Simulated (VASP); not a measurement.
# SiO2: single point with LDA

The system is SiO2.

```
Si O
1.0
    -2.46250    2.46250    3.64367
     2.46250   -2.46250    3.64367
     2.46250    2.46250   -3.64367
Si O
2 4
Direct
  0.00000 0.00000 0.00000
  0.75000 0.25000 0.50000
  0.97428 0.62500 0.84928
  0.37500 0.22428 0.34928
  0.77572 0.12500 0.15072
  0.87500 0.02572 0.65072
```

- Program: VASP 6.6.1
- Task: single point
- Functional: LDA
- Potentials or basis: VASP PAW LDA potentials, release 64 (Si, O)
- Cutoff: 520 eV
- k mesh: 8 × 8 × 8
- Occupations: gaussian, width 0.02 eV
- Spin: no spin polarisation
- Dipole correction: no
- Further INCAR settings: ALGO = Normal; EDIFF = 1e-07; NBANDS = 25

The pressure is 0.6 GPa. The largest force is 0.027 eV/Å and the band gap on the k mesh is 5.76 eV, direct.

Forces in eV/Å, atoms in the order of the input:
```
Si   0.000  0.000  0.000
Si   0.000  0.000  0.000
O    0.000  0.027  0.000
O    0.027  0.000  0.000
O    0.000 -0.027  0.000
O   -0.027  0.000  0.000
```

Levels at points of the mesh, in eV from the valence-band top:
| k point | band 13 | band 14 | band 15 | band 16 | band 17 | band 18 | band 19 | band 20 |
| --- | --- | --- | --- | --- | --- | --- | --- | --- |
| (0.00, 0.00, 0.00) | -1.57 | -0.70 | 0.00 | 0.00 | 5.76 | 8.60 | 10.57 | 10.57 |
| (0.50, 0.00, 0.00) | -1.52 | -0.79 | -0.48 | -0.15 | 8.16 | 8.74 | 9.50 | 10.08 |
| (0.50, 0.50, 0.00) | -0.99 | -0.99 | -0.33 | -0.33 | 8.97 | 8.97 | 10.09 | 10.09 |
| (0.50, 0.50, 0.50) | -1.50 | -1.50 | -0.32 | -0.32 | 8.73 | 8.73 | 10.03 | 10.03 |

It took 60 s on 1 thread of Intel(R) Xeon(R) 6975P-C (Granite Rapids), on a shared host, peak memory 0.26 GiB.

A k mesh can miss the band edges.
